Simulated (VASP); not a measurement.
Input of a VASP 6.6.1 run:

File POSCAR:

```
NiO
1.0
    0.0000000000      2.0913095100      2.0913095100
    4.1826190200      2.0913095100      2.0913095100
    4.1826190200      4.1826190200      0.0000000000
Ni O
2 2
Direct
    0.0000000000      0.0000000000      0.0000000000
    0.0000000000      0.0000000000      0.5000000000
    0.5000000000      0.5000000000      0.0000000000
    0.5000000000      0.5000000000      0.5000000000
```

Contents of INCAR.step1:

```
PREC = Accurate ; ENCUT = 520
ISMEAR = 0 ; SIGMA = 0.05
LREAL = False ; LASPH = True
NELM = 150 ; ISPIN = 2
MAGMOM = 1.94 -1.9 -0.13 0.04 ; LMAXMIX = 4
LDAU = True ; LDAUTYPE = 2
LDAUL = 2 -1 ; LDAUU = 3 0
LDAUJ = 0 0 ; NBANDS = 28
GGA = PE ; ALGO = Normal
EDIFF = 1E-4 ; LWAVE = True
LCHARG = False
```

The input INCAR.step2:

```
PREC = Accurate ; ENCUT = 520
EDIFF = 1E-6 ; ISMEAR = 0
SIGMA = 0.05 ; LREAL = False
LASPH = True ; NELM = 150
ALGO = Normal ; ISIF = 2
LWAVE = False ; LCHARG = True
ISPIN = 2 ; MAGMOM = 1.94 -1.9 -0.13 0.04
LORBIT = 11 ; LMAXMIX = 4
LDAU = True ; LDAUTYPE = 2
LDAUL = 2 -1 ; LDAUU = 3 0
LDAUJ = 0 0 ; LDAUPRINT = 1
METAGGA = R2SCAN ; LMIXTAU = True
LELF = True ; LVHAR = True
NBANDS = 28 ; ISTART = 1
```

File KPOINTS:

```
regular mesh
0
Gamma
  8 8 8
```

Potentials or basis: VASP PAW PBE potentials, release 64 (Ni, O).

The run is started by

```console
$ cat potpaw_PBE.64/Ni/POTCAR potpaw_PBE.64/O/POTCAR > POTCAR
$ cp INCAR.step1 INCAR
$ mpirun -np 1 vasp_std > vasp.out
$ cp INCAR.step2 INCAR
$ mpirun -np 1 vasp_std > vasp.out
```

(1) Predict the band gap on the k mesh.

(2) What does it give for the site moments?

(3) Predict the pressure.

(4) Predict the net moment.

Results:

(1) 2.45 eV.

(2) Ni +1.81, -1.81; O -0.07, +0.07 μB.

(3) -0.5 GPa.

(4) 0.00 μB per cell.

Caveat: the PAW data sets were made with another functional, which shifts forces and pressure a little.
